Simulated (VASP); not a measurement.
# Ag (P6_3/mmc) in VASP: further runs

The runs below take Ag through single point, with r2SCAN.

Everything below comes from runs of VASP 6.6.1. Logs are shortened: lines on timing, memory, paths and dates and some standing lists are left out, and cuts for length are marked.

### 1 The cell of the first run

It takes space group P6_3/mmc (No. 194, hexagonal). The conventional cell has a = 2.905 Å, b = 2.905 Å, c = 9.325 Å, α = 90.00°, β = 90.00°, γ = 120.00°. Ag (site symmetry -6m2) has 12 Ag at 2.87 to 2.91 Å within 3.8 Å. Within 3.8 Å of Ag (site symmetry -3m) lie 12 Ag at 2.87 to 2.91 Å.

### 2 Single point, r2SCAN (strain +0.000 along x and y, -0.015 along z)

File POSCAR:

```
Ag
1.0
    2.9052090038      0.0000000000      0.0000000000
   -1.4526045019      2.5159848006      0.0000000000
    0.0000000000      0.0000000000      9.3249896815
Ag
4
Direct
    0.3333333333      0.6666666667      0.2500000000
    0.6666666667      0.3333333333      0.7500000000
    0.0000000000      0.0000000000      0.0000000000
    0.0000000000      0.0000000000      0.5000000000
```

File INCAR.step1:

```
PREC     = Accurate       # precision mode
ENCUT    = 520            # plane-wave cutoff, eV
ISMEAR   = 0              # smearing method
SIGMA    = 0.15           # smearing width, eV
LREAL    = False          # projectors in reciprocal space
LASPH    = True           # aspherical terms in the spheres
NELM     = 100            # most SCF steps
NBANDS   = 30             # bands
GGA      = PE             # functional
ALGO     = Normal         # electronic algorithm
EDIFF    = 1E-4           # SCF threshold, eV
LWAVE    = True           # write WAVECAR
LCHARG   = False          # write CHGCAR
```

File INCAR.step2:

```
PREC     = Accurate       # precision mode
ENCUT    = 520            # plane-wave cutoff, eV
EDIFF    = 1E-6           # SCF threshold, eV
ISMEAR   = 0              # smearing method
SIGMA    = 0.15           # smearing width, eV
LREAL    = False          # projectors in reciprocal space
LASPH    = True           # aspherical terms in the spheres
NELM     = 100            # most SCF steps
ALGO     = Normal         # electronic algorithm
ISIF     = 2              # what is computed and relaxed
LWAVE    = False          # write WAVECAR
LCHARG   = False          # write CHGCAR
METAGGA  = R2SCAN         # meta-GGA
LMIXTAU  = True         
NBANDS   = 30             # bands
ISTART   = 1
```

File KPOINTS:

```
Automatic mesh
0
Gamma
  18 18 6
```

Potentials or basis: VASP PAW PBE potentials, release 64 (Ag).

On the command line:

```
$ cat potpaw_PBE.64/Ag/POTCAR > POTCAR
$ cp INCAR.step1 INCAR
$ mpirun -np 1 vasp_std > vasp.out
$ cp INCAR.step2 INCAR
$ mpirun -np 1 vasp_std > vasp.out
```

OUTCAR:

```text
PREC = Accurate
   ENCUT = 520
   EDIFF = 1E-6
   ISMEAR = 0
   LREAL = False
   LASPH = True
   NELM = 100
   ISIF = 2
   METAGGA = R2SCAN
   ISTART = 1

 ion  position               nearest neighbor table
   1  0.333  0.667  0.250-   3 2.87   4 2.87   3 2.87   4 2.87   3 2.87   4 2.87
   2  0.667  0.333  0.750-   3 2.87   4 2.87   3 2.87   4 2.87   3 2.87   4 2.87
   3  0.000  0.000  0.000-   1 2.87   2 2.87   2 2.87   1 2.87   2 2.87   1 2.87
   4  0.000  0.000  0.500-   1 2.87   2 2.87   2 2.87   1 2.87   2 2.87   1 2.87

  LATTYP: Found a hexagonal cell.
 ALAT       =     2.9052090038
 C/A-ratio  =     3.2097483070

  Lattice vectors:

 A1 = (   2.9052090038,   0.0000000000,   0.0000000000)
 A2 = (  -1.4526045019,   2.5159848006,   0.0000000000)
 A3 = (   0.0000000000,   0.0000000000,   9.3249896815)

Analysis of symmetry for initial positions (statically):
=====================================================================
 Subroutine PRICEL returns:
 Original cell was already a primitive cell.

 Routine SETGRP: Setting up the symmetry group for a
 hexagonal supercell.

 Subroutine GETGRP returns: Found 24 space group operations
 (whereof 12 operations were pure point group operations)
 out of a pool of 24 trial point group operations.

The static configuration has the point symmetry D_3d.
 The point group associated with its full space group is D_6h.

Analysis of symmetry for dynamics (positions and initial velocities):
=====================================================================
 Subroutine PRICEL returns:
 Original cell was already a primitive cell.

 Routine SETGRP: Setting up the symmetry group for a
 hexagonal supercell.

 Subroutine GETGRP returns: Found 24 space group operations
 (whereof 12 operations were pure point group operations)
 out of a pool of 24 trial point group operations.

The dynamic configuration has the point symmetry D_3d.
 The point group associated with its full space group is D_6h.

 Subroutine INISYM returns: Found 24 space group operations
 (whereof 12 operations are pure point group operations),
 and found     1 'primitive' translations

----------------------------------------------------------------------------------------

                                     Primitive cell

  volume of cell :      68.1607

  direct lattice vectors                    reciprocal lattice vectors
     2.905209004  0.000000000  0.000000000     0.344209315  0.198729340  0.000000000
    -1.452604502  2.515984801  0.000000000     0.000000000  0.397458681  0.000000000
     0.000000000  0.000000000  9.324989681     0.000000000  0.000000000  0.107238725

  length of vectors
     2.905209004  2.905209004  9.324989681     0.397458681  0.397458681  0.107238725

  position of ions in fractional coordinates (direct lattice)
     0.333333333  0.666666667  0.250000000
     0.666666667  0.333333333  0.750000000
     0.000000000  0.000000000  0.000000000
     0.000000000  0.000000000  0.500000000

  ion indices of the primitive-cell ions
   primitive index   ion index
                 1           1
                 2           2
                 3           3
                 4           4

----------------------------------------------------------------------------------------

 KPOINTS: Automatic mesh

Automatic generation of k-mesh.
 Grid dimensions read from file:
 generate k-points for:   18   18    6

 Generating k-lattice:

  Cartesian coordinates                     Fractional coordinates (reciprocal lattice)
     0.019122740  0.011040519  0.000000000     0.055555556  0.000000000  0.000000000
     0.000000000  0.022081038  0.000000000     0.000000000  0.055555556  0.000000000
     0.000000000  0.000000000  0.017873121     0.000000000  0.000000000  0.166666667

  Length of vectors
     0.022081038  0.022081038  0.017873121

  Shift w.r.t. Gamma in fractional coordinates (k-lattice)
     0.000000000  0.000000000  0.000000000

 Subroutine IBZKPT returns following result:
 ===========================================

 Found    148 irreducible k-points:

 Following reciprocal coordinates:
            Coordinates               Weight
  0.000000  0.000000  0.000000      1.000000
  0.055556  0.000000  0.000000      6.000000
  0.111111  0.000000  0.000000      6.000000
  0.166667 -0.000000  0.000000      6.000000
  0.222222  0.000000  0.000000      6.000000
  0.277778  0.000000  0.000000      6.000000
[... 16 lines left out ...]
  0.333333  0.111111  0.000000     12.000000
  0.388889  0.111111  0.000000     12.000000
 [... further k-points ...]
   k-points           NKPTS =    148   k-points in BZ     NKDIM =    148   number of bands    NBANDS=     30
   number of dos      NEDOS =    301   number of ions     NIONS =      4
   total plane-waves  NPLWV =  40320
   dimension x,y,z NGX =    24 NGY =   24 NGZ =   70
   dimension x,y,z NGXF=    48 NGYF=   48 NGZF=  140
   ions per type =               4
   NGX,Y,Z   is equivalent  to a cutoff of  13.73, 13.73, 12.48 a.u.
   NGXF,Y,Z  is equivalent  to a cutoff of  27.47, 27.47, 24.96 a.u.
 SYSTEM =  unknown system
   PREC   = accura    normal or accurate (medium, high low for compatibility)
   ISTART =      1    job   : 0-new  1-cont  2-samecut
   ICHARG =      0    charge: 1-file 2-atom 10-const
   ISPIN  =      1    spin polarized calculation?
   LNONCOLLINEAR =      F non collinear calculations
   LSORBIT =      F    spin-orbit coupling
   LASPH  =      T    aspherical Exc in radial PAW
   ENCUT  =  520.0 eV  38.22 Ry    6.18 a.u.   5.40  5.40 17.34*2*pi/ulx,y,z
   NELM   =    100;   NELMIN=  2; NELMDL=  0     # of ELM steps
   EDIFF  = 0.1E-05   stopping-criterion for ELM
   LREAL  =      F    real-space projection
   EDIFFG = 0.1E-04   stopping-criterion for IOM
   NSW    =      0    number of steps for IOM
   IBRION =     -1    ionic relax: 0-MD 1-quasi-New 2-CG
   NFREE  =      0    steps in history (QN), initial steepest desc. (CG)
   ISIF   =      2    stress and relaxation
   ISYM   =      2    0-nonsym 1-usesym 2-fastsym
   POTIM  = 0.5000    time-step for ionic-motion
   TEBEG  =    0.0;   TEEND  =   0.0 temperature during run
   PSTRESS=    0.0 pullay stress
   NELECT =      44.0000    total number of electrons
   NUPDOWN=      -1.0000    fix difference up-down
   EMIN   =  10.00;   EMAX   =-10.00  energy-range for DOS
   EFERMI =   0.00;   METHOD = LEGACY
   ISMEAR =     0;   SIGMA  =   0.15  broadening in eV -4-tet -1-fermi 0-gaus
   EFERMI_NEDOS =   21; number of points for ismear=-14 and -15
   IALGO  =     38    algorithm
   IMIX   =      4    mixing-type and parameters
     AMIX     =   0.40;   BMIX     =  1.00
     AMIX_MAG =   1.60;   BMIX_MAG =  1.00
  volume/ion in A,a.u.               =      17.04       114.99
  Fermi-wavevector in a.u.,A,eV,Ry     =   1.414863  2.673704 27.236660  2.001838
  Thomas-Fermi vector in A             =   2.536361
   LORBIT       =      0    0 simple, 1 ext, 2 COOP (PROOUT), +10 PAW based schemes
   METAGGA = R2SCAN    functional components
   LHFCALC =     F    Hartree Fock is set to
   AEXX    =    0.0000 exact exchange contribution
   IVDW    =     0    specifies the selected vdW correction
   LEPSILON=     F    determine dielectric tensor
   LRPA    =     F    only Hartree local field effects (RPA)
 non-spin polarized calculation
 Gauss-broadening in eV      SIGMA  =   0.15
  energy-cutoff  :      520.00
  volume of cell :       68.16
 maximum number of plane-waves:      1883
 NGX is ok and might be reduce to    24
   NGX = 11   NGY = 11   NGZ = 35

 number of electron      44.0000002 magnetization

 Free energy of the ion-electron system (eV)
  ---------------------------------------------------
  ext. energy  EPLUGINS =         0.00000000
  ---------------------------------------------------
  free energy    TOTEN  =       -85.41757381 eV

  energy without entropy =      -85.40475620  energy(sigma->0) =      -85.41116500

 E-fermi :   8.4355     XC(G=0): -12.9712

 val. band max:        8.4308537058   @ k =   0.3333   0.1667   0.3333
 cond. band min:       8.4626094416   @ k =   0.2778   0.0556   0.3333
 fundamental gap:      0.0317557358
 Fermi energy:         8.4354720602

 k-point     1 :       0.0000    0.0000    0.0000
  band No.  band energies     occupation
      1       0.4761      2.00000
      2       1.7152      2.00000
      3       1.8636      2.00000
      4       1.8667      2.00000
      5       3.2583      2.00000
      6       3.2583      2.00000
[... 22 lines left out ...]
     29      24.6776      0.00000
     30      25.5797      0.00000

 k-point     2 :       0.0556    0.0000    0.0000
  band No.  band energies     occupation
      1       0.5637      2.00000
      2       1.7662      2.00000
      3       1.9388      2.00000
      4       1.9399      2.00000
      5       3.2177      2.00000
      6       3.2312      2.00000
[... 22 lines left out ...]
     29      24.6238      0.00000
     30      25.2185      0.00000

 k-point     3 :       0.1111    0.0000    0.0000
  band No.  band energies     occupation
      1       0.8184      2.00000
      2       1.9048      2.00000
      3       2.1409      2.00000
      4       2.1461      2.00000
      5       3.0546      2.00000
      6       3.1603      2.00000
[... 22 lines left out ...]
     29      24.1561      0.00000
     30      24.2741      0.00000

 k-point     4 :       0.1667   -0.0000    0.0000
  band No.  band energies     occupation
      1       1.2089      2.00000
      2       2.0733      2.00000
      3       2.3943      2.00000
      4       2.3984      2.00000
      5       2.8250      2.00000
      6       2.9919      2.00000
[... 616 lines left out ...]
     29      18.7140      0.00000
     30      21.0221      0.00000

 k-point    23 :       0.3333    0.1111    0.0000
  band No.  band energies     occupation
      1       1.9230      2.00000
      2       1.9258      2.00000
      3       2.0254      2.00000
      4       2.5224      2.00000
      5       2.5305      2.00000
      6       2.7758      2.00000
[... 22 lines left out ...]
     29      18.1097      0.00000
     30      20.4504      0.00000

 k-point    24 :       0.3889    0.1111    0.0000
  band No.  band energies     occupation
      1       1.8116      2.00000
      2       1.8556      2.00000
      3       1.9432      2.00000
      4       2.4383      2.00000
      5       2.4796      2.00000
      6       2.7230      2.00000
[... 22 lines left out ...]
     29      17.7018      0.00000
     30      18.9348      0.00000

 [... further k-points ...]
[... 5 lines left out ...]
  --------------------------------------------------------------------------------------
  -------------------------------------------------------------------------------------
  Total        0.5414198      0.5414198      1.2973506      0.0000000      0.0000000      0.0000000
  in kB       12.7265587     12.7265587     30.4953896      0.0000000      0.0000000      0.0000000
  external PRESSURE =      18.6495024 kB  Pullay stress =       0.0000000 kB

 VOLUME and BASIS-vectors are now :
 -----------------------------------------------------------------------------
  energy-cutoff  :      520.00
  volume of cell :       68.16
      direct lattice vectors                 reciprocal lattice vectors
     2.905209004  0.000000000  0.000000000     0.344209315  0.198729340  0.000000000
    -1.452604502  2.515984801  0.000000000     0.000000000  0.397458681  0.000000000
     0.000000000  0.000000000  9.324989681     0.000000000  0.000000000  0.107238725

 POSITION                                       TOTAL-FORCE (eV/Angst)
 -----------------------------------------------------------------------------------
     -0.00000      1.67732      2.33125        -0.000000      0.000000     -0.000000
      1.45260      0.83866      6.99374         0.000000      0.000000      0.000000
      0.00000      0.00000      0.00000         0.000000      0.000000     -0.000000
      0.00000      0.00000      4.66249         0.000000      0.000000     -0.000000
 -----------------------------------------------------------------------------------
    total drift:                               -0.000000      0.000000      0.000000

  FREE ENERGIE OF THE ION-ELECTRON SYSTEM (eV)
  ---------------------------------------------------
  free  energy   TOTEN  =       -85.4175738097 eV

  energy  without entropy=      -85.4047561967  energy(sigma->0) =      -85.41116500
```

Wall time 12 min (1 thread of AMD EPYC 9R45 (Zen 5), shared host); peak memory 0.32 GiB.

What came out:

* Free energy: -85.4176 eV
* Pressure: 1.9 GPa
* Band gap on the k mesh: zero (band 22 reaches 11.95 eV, above the bottom of band 23 at 5.08 eV)

Caveat: the cell differs from its parent crystal (strain +0.000 along x and y, -0.015 along z); the PAW data sets were made with another functional, which shifts forces and pressure a little.

### 3 Single point, r2SCAN (strain +0.015 along x and y, -0.030 along z)

File POSCAR:

```
Ag
1.0
    2.9487871389      0.0000000000      0.0000000000
   -1.4743935694      2.5537245726      0.0000000000
    0.0000000000      0.0000000000      9.1829847625
Ag
4
Direct
    0.3333333333      0.6666666667      0.2500000000
    0.6666666667      0.3333333333      0.7500000000
    0.0000000000      0.0000000000      0.0000000000
    0.0000000000      0.0000000000      0.5000000000
```

File INCAR.step1:

```
SYSTEM = Ag
PREC = Accurate
ENCUT = 520
ISMEAR = 0
SIGMA = 0.15
LREAL = .FALSE.
LASPH = .TRUE.
NELM = 100
NBANDS = 30
GGA = PE
ALGO = Normal
EDIFF = 1E-4
LWAVE = .TRUE.
LCHARG = .FALSE.
```

File INCAR.step2:

```
SYSTEM = Ag
PREC = Accurate
ENCUT = 520
EDIFF = 1E-6
ISMEAR = 0
SIGMA = 0.15
LREAL = .FALSE.
LASPH = .TRUE.
NELM = 100
ALGO = Normal
ISIF = 2
LWAVE = .FALSE.
LCHARG = .FALSE.
METAGGA = R2SCAN
LMIXTAU = .TRUE.
NBANDS = 30
ISTART = 1
```

File KPOINTS:

```
Automatic mesh
0
G
  18 18 6
  0 0 0
```

Potentials or basis: VASP PAW PBE potentials, release 64 (Ag).

On the command line:

```
$ cat potpaw_PBE.64/Ag/POTCAR > POTCAR
$ cp INCAR.step1 INCAR
$ mpirun -np 1 vasp_std > vasp.out
$ cp INCAR.step2 INCAR
$ mpirun -np 1 vasp_std > vasp.out
```

Run time: 12 min. Hardware: 1 thread of Intel Xeon Platinum 8259CL at 2.50GHz (Skylake/Cascade Lake), shared host; peak memory 0.36 GiB.

Results (log left out):

```yaml
Free_energy: -85.3976 eV
Pressure: 0.5 GPa
Band_gap_on_the_k_mesh: zero (band 22 reaches 11.52 eV, above the bottom of band 23 at 4.94 eV)
```

Stress tensor (GPa, compression positive):
```
-0.99  0.00  0.00
 0.00 -0.99  0.00
 0.00  0.00  3.52
```

Levels at points of the mesh, in eV from the Fermi level:
```tsv
k point	band 20	band 21	band 22	band 23	band 24	band 25
(0.00, 0.00, 0.00)	-3.72	-3.72	-3.29	-3.29	0.08	4.29
(0.50, 0.00, 0.00)	-3.10	-0.24	0.80	0.85	1.45	4.24
(0.00, 0.00, 0.50)	-3.48	-3.48	-3.48	-2.24	-2.24	7.46
(0.50, 0.00, 0.50)	-3.22	0.16	0.16	1.30	1.30	4.86
```

Caveat: the cell differs from its parent crystal (strain +0.015 along x and y, -0.030 along z); the PAW data sets were made with another functional, which shifts forces and pressure a little.
